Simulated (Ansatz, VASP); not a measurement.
## Two plane-wave programs on In3GaAs4

```
In Ga As
1.0
     4.34719    0.02303    0.04353
     0.02303    4.26308    0.04241
     0.12379    0.12063   12.01959
In Ga As
3 1 4
Direct
  0.99992 0.99317 0.73428
  0.01785 0.00547 0.26203
  0.49617 0.47827 0.99590
  0.48605 0.48565 0.50096
  0.51840 0.04924 0.39923
  0.98904 0.48246 0.12254
  0.48936 0.99848 0.87697
  0.00321 0.50726 0.60809
```

Change from the starting cell: cell x1, atoms moved at random (sigma 0.1 Å) and cell strained at random (1.5 %), then relaxed without symmetry.

Alike in both runs: task relaxation of cell and atoms; functional PBE; k mesh 6 × 6 × 2; occupations gaussian, width 0.2 eV; no spin polarisation.

|  | VASP | Ansatz |
| --- | --- | --- |
| version | VASP 6.6.1 | Ansatz 0.2.0 |
| potentials or method | VASP PAW PBE potentials, release 64 (In_d, Ga_d, As), cutoff 600 eV | scalar-relativistic, plane waves, PAW |
| valence electrons in the cell | 72 | 112 |

VASP gave:

```
relaxed volume (Å³/atom)                                     : 28.13
relaxed cell length with the largest relative difference (Å) : 4.299
```

Question: What did Ansatz give for the same quantities?

Answer: Relaxed volume (Å³/atom): 28.11; relaxed cell length with the largest relative difference (Å): 4.293.

VASP's potentials hold 72 valence electrons a cell and Ansatz's 112, so a difference there can come from the potentials and not from the codes.
